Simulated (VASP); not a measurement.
The system is LaAl2N3.

```
La Al N
1.0
     4.01329    0.00000    0.00000
    -2.00665    3.47561    0.00000
     0.00000    0.00000    7.01963
La Al N
1 2 3
Cartesian
  0.0000 0.0000 0.0000
  0.0000 0.0000 2.6129
  0.0000 0.0000 4.4068
  2.0066 0.0000 0.0000
  -1.0033 1.7378 0.0000
  1.0033 1.7378 0.0000
```

| Property | Result |
| --- | --- |
| Program | VASP 6.6.1 |
| Task | relaxation of cell and atoms |
| Functional | PBE |
| Potentials or basis | VASP PAW PBE potentials, release 64 (La, Al, N) |
| Cutoff | 600 eV |
| k mesh | 6 × 6 × 4 |
| Occupations | gaussian, width 0.1 eV |
| Spin | no spin polarisation |

At the start: pressure 44.8 GPa; volume 16.32 Å³/atom.

Task: How do energy, volume and symmetry change on relaxing?

Result: Over 19 steps the energy falls by 1341.9 meV/atom and the volume is 27.90 Å³/atom (+71.0 %); space group P6/mmm (No. 191, to 0.05 Å).

Step by step:
```csv
step,energy change (eV),largest force (eV/Å),pressure (GPa),volume (Å³)
1,0.0000,13.1885,44.80,97.91
2,-6.3614,2.2284,0.96,176.97
3,-6.3554,2.7168,10.69,135.26
4,-6.4482,2.5128,3.78,161.05
5,-7.0380,1.2664,-0.43,179.38
6,-7.0589,1.0997,-1.26,183.72
7,-7.2389,1.1329,-0.78,179.18
8,-7.7183,1.1328,0.63,165.94
9,-6.7506,4.9903,9.21,141.12
10,-7.7503,1.1532,1.23,162.41
11,-7.8806,0.1612,3.59,151.56
12,-7.8938,0.7119,2.62,155.13
13,-7.9970,0.0674,1.63,158.84
14,-7.9973,0.1208,1.60,159.04
15,-8.0383,0.0355,0.63,163.65
16,-8.0479,0.1501,-0.15,167.93
17,-8.0481,0.1387,-0.07,167.44
18,-8.0502,0.1059,-0.03,167.43
19,-8.0517,0.0218,0.07,167.40
```

Final structure:
```xyz
6
Lattice="4.6406 0.0000 0.0000 -2.3203 4.0188 0.0000 0.0000 0.0000 8.9761" Properties=species:S:1:pos:R:3 pbc="T T T"
La    0.0000    0.0000    0.0000
Al    0.0000    0.0000    3.1848
Al    0.0000    0.0000    5.7913
N     2.3203    0.0000    0.0000
N    -1.1601    2.0094    0.0000
N     1.1601    2.0094    0.0000
```

Caveat: the volume moved by over 15 % at a fixed basis, so the end points are rough.
